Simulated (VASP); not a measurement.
Write the native input for VASP 6.6.1 that does the following.

| Property | Result |
| --- | --- |
| Task | single point |
| Functional | PBE |
| Potentials or basis | VASP PAW PBE potentials, release 64 (Ta_pv, W_sv) |
| Cutoff | 520 eV |
| k mesh | 6 × 6 × 6 |
| Occupations | gaussian, width 0.1 eV |
| Spin | no spin polarisation |
| Dipole correction | no |
| Further INCAR settings | ALGO = Normal; EDIFF = 1e-06; NBANDS = 37 |

The structure of Ta4W lies in POSCAR:

```
Ta4W
1.0
    2.3230572000      1.3412177000      4.7545499000
   -2.3230572000      1.3412177000      4.7545499000
    0.0000000000     -2.6824354000      4.7545499000
Ta W
4 1
Direct
    0.8975130000      0.8975130000      0.8975130000
    0.1024870000      0.1024870000      0.1024870000
    0.6956100000      0.6956100000      0.6956100000
    0.3043900000      0.3043900000      0.3043900000
    0.5000000000      0.5000000000      0.5000000000
```

The input as run:

INCAR

```
PREC = Accurate
ENCUT = 520
EDIFF = 1E-6
ISMEAR = 0
SIGMA = 0.1
LREAL = F
LASPH = T
NELM = 80
ALGO = Normal
ISIF = 2
LWAVE = F
LCHARG = F
GGA = PE
NBANDS = 37
```

KPOINTS

```
regular mesh
0
Gamma
  6 6 6
```

Potentials or basis: VASP PAW PBE potentials, release 64 (Ta_pv, W_sv).

Command:

```console
$ cat potpaw_PBE.64/Ta_pv/POTCAR potpaw_PBE.64/W_sv/POTCAR > POTCAR
$ mpirun -np 1 vasp_std > vasp.out
```

Results of the run:

```yaml
Pressure: 0.4 GPa
Largest_force: 0.027 eV/Å
Band_gap_on_the_k_mesh: zero (bands 29 and 30 overlap by 1.09 eV)
```

Caveat: spin-orbit coupling is left out, which moves the levels of the heavy elements.

Run time: 80 s on 1 thread of Intel(R) Xeon(R) 6975P-C (Granite Rapids), on a shared host, peak memory 0.31 GiB.
